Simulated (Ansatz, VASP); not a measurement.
In3SbAs2 in VASP and in Ansatz

Contents of INCAR:

```
PREC = Accurate
ENCUT = 520
EDIFF = 1E-7
ISMEAR = 0
SIGMA = 0.1
LREAL = F
LASPH = T
NELM = 60
ALGO = Normal
ISIF = 2
LWAVE = F
LCHARG = F
GGA = PE
NBANDS = 66
```

File KPOINTS:

```
Automatic mesh
0
Gamma
  6 6 1
```

File POSCAR:

```
In3SbAs2
1.0
    4.1653565900      0.0000000000      0.0000000000
   -2.0826782900      3.6073046200      0.0000000000
    0.0000000000      0.0000000000     20.5459859600
In Sb As
6 2 4
Direct
    0.6666666700      0.3333333300      0.1668627100
    0.6666666700      0.3333333300      0.5001960400
    0.6666666700      0.3333333300      0.8335293700
    0.3333333300      0.6666666700      0.0001960400
    0.3333333300      0.6666666700      0.3335293700
    0.3333333300      0.6666666700      0.6668627100
    0.6666666700      0.3333333300      0.2916372800
    0.3333333300      0.6666666700      0.7916372800
    0.6666666700      0.3333333300      0.6249706100
    0.6666666700      0.3333333300      0.9583039500
    0.3333333300      0.6666666700      0.1249706100
    0.3333333300      0.6666666700      0.4583039500
```

Input for Ansatz:

```yaml
crystal:
  lattice:
    - [4.16535659, 0.0, 0.0]
    - [-2.08267829, 3.60730462, 0.0]
    - [0.0, 0.0, 20.54598596]
  atoms:
    - { symbol: In, position: [0.66666667, 0.33333333, 0.16686271] }
    - { symbol: In, position: [0.66666667, 0.33333333, 0.50019604] }
    - { symbol: In, position: [0.66666667, 0.33333333, 0.83352937] }
    - { symbol: In, position: [0.33333333, 0.66666667, 0.00019604] }
    - { symbol: In, position: [0.33333333, 0.66666667, 0.33352937] }
    - { symbol: In, position: [0.33333333, 0.66666667, 0.66686271] }
    - { symbol: Sb, position: [0.66666667, 0.33333333, 0.29163728] }
    - { symbol: Sb, position: [0.33333333, 0.66666667, 0.79163728] }
    - { symbol: As, position: [0.66666667, 0.33333333, 0.62497061] }
    - { symbol: As, position: [0.66666667, 0.33333333, 0.95830395] }
    - { symbol: As, position: [0.33333333, 0.66666667, 0.12497061] }
    - { symbol: As, position: [0.33333333, 0.66666667, 0.45830395] }
basis:
  ecutwfc: 420
kpoints:
  mp_grid: { grid: [6, 6, 1] }
hamiltonian:
  xc: pbe
scf:
  occupations: { method: gaussian, width: 0.1 }
  lower_state_search: "off"
output:
  forces: true
  stress: true
  eigenvalues: true
```

Alike in both runs: task single point; functional PBE; k mesh 6 × 6 × 1; occupations gaussian, width 0.1 eV; no spin polarisation.

|  | VASP | Ansatz |
| --- | --- | --- |
| version | VASP 6.6.1 | Ansatz 0.2.0 |
| potentials or method | VASP PAW PBE potentials, release 64 (In_d, Sb, As), cutoff 520 eV | scalar-relativistic, plane waves, PAW |
| valence electrons in the cell | 108 | 168 |

Ansatz gave:

```
gap on the k mesh at the Fermi level (eV)                     : 0.24
least direct gap on the mesh (eV)                             : 0.24
pressure (GPa)                                                : 16.1
traceless stress, the component that is largest in VASP (GPa) : -0.12
rms of the force components (eV/Å)                            : 0.535
```

Task: Estimate VASP's values.

Result: gap on the k mesh at the Fermi level (eV): 0.24; least direct gap on the mesh (eV): 0.24; pressure (GPa): 16.2; traceless stress, the component that is largest in VASP (GPa): -0.12; rms of the force components (eV/Å): 0.530.

Atom by atom the forces differ by 0.005 eV/Å (rms over components). VASP's potentials hold 108 valence electrons a cell and Ansatz's 168, so a difference there can come from the potentials and not from the codes.

Neither program's run includes spin-orbit coupling.
